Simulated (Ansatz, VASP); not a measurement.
**Hg: VASP beside Ansatz**

Contents of INCAR:

```
SYSTEM = Hg
PREC = Accurate
ENCUT = 520
EDIFF = 1E-6
ISMEAR = -1
SIGMA = 0.03
LREAL = .FALSE.
LASPH = .TRUE.
NELM = 100
ALGO = Normal
ISIF = 2
LWAVE = .FALSE.
LCHARG = .TRUE.
GGA = PE
LELF = .TRUE.
LVHAR = .TRUE.
NBANDS = 12
```

File KPOINTS:

```
Automatic mesh
0
G
  12 12 12
  0 0 0
```

File POSCAR:

```
Hg
1.0
    1.7623286176      1.0384562332      2.2612881668
   -1.6976722930      1.0038562240      2.2266881577
    0.0023636754     -1.9752924571      2.2140236754
Hg
1
Direct
    0.0000000000      0.0000000000      0.0000000000
```

Input for Ansatz:

```yaml
crystal:
  lattice:
    - [1.7623286176, 1.0384562332, 2.2612881668]
    - [-1.697672293, 1.003856224, 2.2266881577]
    - [0.0023636754, -1.9752924571, 2.2140236754]
  atoms:
    - { symbol: Hg, position: [0.0, 0.0, 0.0] }
kpoints:
  mp_grid: { grid: [12, 12, 12] }
scf:
  occupations: { method: fermi_dirac, width: 0.03 }
hamiltonian:
  xc: pbe
  pseudopotentials: { kind: all_electron, lapw: { basis_error: 0.0005 } }
output:
  forces: true
  stress: true
  eigenvalues: true
```

Change from the starting cell: equal xy, yz and zx shear strains of +2 %.

Alike in both runs: task single point; functional PBE; k mesh 12 × 12 × 12; occupations fermi-dirac, width 0.03 eV; no spin polarisation.

```csv
,VASP,Ansatz
version,VASP 6.6.1,Ansatz 0.2.0
potentials or method,"VASP PAW PBE potentials, release 64 (Hg), cutoff 520 eV","all-electron LAPW, scalar-relativistic"
```

|  | VASP | Ansatz | Ansatz less VASP |
| --- | --- | --- | --- |
| pressure (GPa) | 6.6 | 6.1 | -0.46 |
| traceless stress, the component that is largest in VASP (GPa) | 0.84 | 0.66 | -0.189 |

Ansatz ran all-electron here, and VASP with PAW potentials.

Spin-orbit coupling is off throughout.
